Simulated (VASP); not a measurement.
# GaP (R-3m) in VASP: a series of runs, part 2 of 2

VASP 6.6.1.

### Step 3. Single point, PBE

The input, INCAR:

```
SYSTEM = GaP
PREC = Accurate
ENCUT = 520
EDIFF = 1E-7
ISMEAR = 0
SIGMA = 0.1
LREAL = .FALSE.
LASPH = .TRUE.
NELM = 100
ALGO = Normal
ISIF = 2
LWAVE = .FALSE.
LCHARG = .FALSE.
GGA = PE
NBANDS = 26
```

The input, KPOINTS:

```
Automatic mesh
0
G
  6 6 6
  0 0 0
```

The input, POSCAR:

```
GaP
1.0
    1.9430151800      1.1218003400      6.4308099700
   -1.9430151800      1.1218003400      6.4308099700
    0.0000000000     -2.2436006800      6.4308099700
Ga P
2 2
Direct
    0.4353719900      0.4353719900      0.4353719900
    0.5646280100      0.5646280100      0.5646280100
    0.0573890000      0.0573890000      0.0573890000
    0.9426110000      0.9426110000      0.9426110000
```

Potentials or basis: VASP PAW PBE potentials, release 64 (Ga_d, P).

Started as:

```sh
cat potpaw_PBE.64/Ga_d/POTCAR potpaw_PBE.64/P/POTCAR > POTCAR
mpirun -np 1 vasp_std > vasp.out
```

Wall time 6.9 min (1 thread of Intel Xeon 8259CL, shared host); peak memory 0.38 GiB.

It converged, with:

```
Free energy            : -17.7235 eV
Pressure               : 0.0 GPa
Largest force          : 0.050 eV/Å
Band gap on the k mesh : 0.84 eV (least direct gap 1.13 eV)
```

Forces on the atoms (eV/Å):
```
Ga   0.000  0.000  0.050
Ga   0.000  0.000 -0.050
P    0.000  0.000  0.016
P    0.000  0.000 -0.016
```

Levels at points of the mesh, in eV from the valence-band top:
```tsv
k point	band 15	band 16	band 17	band 18	band 19	band 20	band 21	band 22
(0.00, 0.00, 0.00)	-1.79	-0.25	0.00	0.00	1.13	1.50	2.75	3.67
(0.50, 0.00, 0.00)	-4.45	-2.82	-2.65	-1.73	1.63	2.72	3.63	4.49
(0.50, 0.50, 0.00)	-3.78	-3.09	-1.20	-0.49	0.84	1.51	1.53	4.03
(0.50, 0.50, 0.50)	-1.70	-1.70	-0.25	-0.25	1.13	2.35	3.85	3.85
```

### Step 4. Single point, PBE

The input, INCAR:

```
ALGO = Normal
EDIFF = 1E-6
ENCUT = 520
GGA = PE
ISIF = 2
ISMEAR = 0
LASPH = T
LCHARG = F
LREAL = F
LWAVE = F
NBANDS = 26
NELM = 60
PREC = Accurate
SIGMA = 0.02
```

The input, KPOINTS:

```
k-points
0
Gamma
  12 12 12
```

The input, POSCAR:

```
GaP
1.0
    1.9422824113      1.1213772730      6.4350460511
   -1.9422824113      1.1213772730      6.4350460511
    0.0000000000     -2.2427545460      6.4350460511
Ga P
2 2
Direct
    0.4355849421      0.4355849421      0.4355849421
    0.5644150579      0.5644150579      0.5644150579
    0.0575054039      0.0575054039      0.0575054039
    0.9424945961      0.9424945961      0.9424945961
```

Potentials or basis: VASP PAW PBE potentials, release 64 (Ga_d, P).

Started as:

```sh
cat potpaw_PBE.64/Ga_d/POTCAR potpaw_PBE.64/P/POTCAR > POTCAR
mpirun -np 1 vasp_std > vasp.out
```

OUTCAR:

```text
EDIFF = 1E-6
   ENCUT = 520
   GGA = PE
   ISIF = 2
   ISMEAR = 0
   LASPH = T
   LREAL = F
   NELM = 60
   PREC = Accurate

 ion  position               nearest neighbor table
   1  0.436  0.436  0.436-   3 2.40   3 2.40   3 2.40   2 2.49
   2  0.564  0.564  0.564-   4 2.40   4 2.40   4 2.40   1 2.49
   3  0.058  0.058  0.058-   4 2.22   1 2.40   1 2.40   1 2.40
   4  0.942  0.942  0.942-   3 2.22   2 2.40   2 2.40   2 2.40

[... 895 lines left out ...]

  FORCE on cell =-STRESS in cart. coord.  units (eV):
  Direction    XX          YY          ZZ          XY          YZ          ZX
  --------------------------------------------------------------------------------------
  -------------------------------------------------------------------------------------
  Total       -0.0002437     -0.0002437     -0.0497093      0.0000000     -0.0000000      0.0000000
  in kB       -0.0046437     -0.0046437     -0.9470676      0.0000000     -0.0000000      0.0000000
  external PRESSURE =      -0.3187850 kB  Pullay stress =       0.0000000 kB

 VOLUME and BASIS-vectors are now :
 -----------------------------------------------------------------------------
  energy-cutoff  :      520.00
  volume of cell :       84.09
      direct lattice vectors                 reciprocal lattice vectors
     1.942282411  1.121377273  6.435046051     0.257429093  0.148626756  0.051799681
    -1.942282411  1.121377273  6.435046051    -0.257429093  0.148626756  0.051799681
     0.000000000 -2.242754546  6.435046051     0.000000000 -0.297253513  0.051799681

 POSITION                                       TOTAL-FORCE (eV/Angst)
 -----------------------------------------------------------------------------------
      0.00000      0.00000      8.40903         0.000000     -0.000000     -0.000749
      0.00000      0.00000     10.89611         0.000000      0.000000      0.000749
      0.00000      0.00000      1.11015         0.000000      0.000000     -0.038207
      0.00000      0.00000     18.19499         0.000000      0.000000      0.038207
 -----------------------------------------------------------------------------------
    total drift:                               -0.000000      0.000000     -0.000000

  FREE ENERGIE OF THE ION-ELECTRON SYSTEM (eV)
  ---------------------------------------------------
  free  energy   TOTEN  =       -17.7393435693 eV

  energy  without entropy=      -17.7393435693  energy(sigma->0) =      -17.73934357
```

OSZICAR:

```text
N       E                     dE             d eps       ncg     rms          rms(c)
DAV:   1     0.232847782406E+03    0.23285E+03   -0.17088E+04  9994   0.200E+03
DAV:   2     0.920883370762E+01   -0.22364E+03   -0.21534E+03 10692   0.432E+02
DAV:   3    -0.171650757988E+02   -0.26374E+02   -0.25996E+02 12500   0.119E+02
DAV:   4    -0.180119892771E+02   -0.84691E+00   -0.84416E+00 11482   0.219E+01
DAV:   5    -0.180359486647E+02   -0.23959E-01   -0.23936E-01 13324   0.341E+00    0.631E+00
DAV:   6    -0.177840870791E+02    0.25186E+00   -0.37981E-01 13804   0.881E+00    0.377E+00
DAV:   7    -0.177378681231E+02    0.46219E-01   -0.25686E-01 11634   0.277E+00    0.102E+00
DAV:   8    -0.177385902859E+02   -0.72216E-03   -0.28729E-02 11794   0.183E+00    0.251E-01
DAV:   9    -0.177390622067E+02   -0.47192E-03   -0.41526E-03 11948   0.634E-01    0.982E-02
DAV:  10    -0.177392028447E+02   -0.14064E-03   -0.58942E-04 12386   0.176E-01    0.361E-02
DAV:  11    -0.177393277982E+02   -0.12495E-03   -0.12700E-04 10684   0.785E-02    0.183E-02
DAV:  12    -0.177393427027E+02   -0.14905E-04   -0.20809E-05 12736   0.273E-02    0.724E-03
DAV:  13    -0.177393435693E+02   -0.86653E-06   -0.34990E-06  9562   0.135E-02
   1 F= -.17739344E+02 E0= -.17739344E+02  d E =-.210867E-13
```

Run time: 33 min. Hardware: 1 thread of Intel Xeon 8259CL, shared host; peak memory 0.64 GiB.

What came out:

| Property | Result |
| --- | --- |
| Free energy | -17.7393 eV |
| Pressure | 0.0 GPa |
| Largest force | 0.038 eV/Å |
| Band gap on the k mesh | 0.81 eV (least direct gap 1.13 eV) |

Forces in eV/Å, atoms in the order of the input:
```
Ga   0.000  0.000 -0.001
Ga   0.000  0.000  0.001
P    0.000  0.000 -0.038
P    0.000  0.000  0.038
```

A k mesh can miss the band edges.

### Step 5. The runs side by side

| cell | k mesh | cutoff (eV) | smearing | gap on the mesh (eV) | pressure (GPa) | largest force (eV/Å) |
| --- | --- | --- | --- | --- | --- | --- |
| a = 6.815 Å, angles 33.1°, 4 atoms | 12 × 12 × 12 | 500 | fermi-dirac 0.02 eV | 0.81 | 0.0 | 0.04 |
| a = 6.811 Å, angles 33.2°, 4 atoms | 6 × 6 × 6 | 520 | gaussian 0.1 eV | 0.84 | 0.0 | 0.05 |
| a = 6.815 Å, angles 33.1°, 4 atoms | 12 × 12 × 12 | 520 | gaussian 0.02 eV | 0.81 | 0.0 | 0.04 |

Alike in all rows: task single point; level PBE; potentials or basis VASP PAW PBE potentials, release 64 (Ga_d, P); no spin polarisation.

Absolute energies hang on the potentials; compare differences alone.
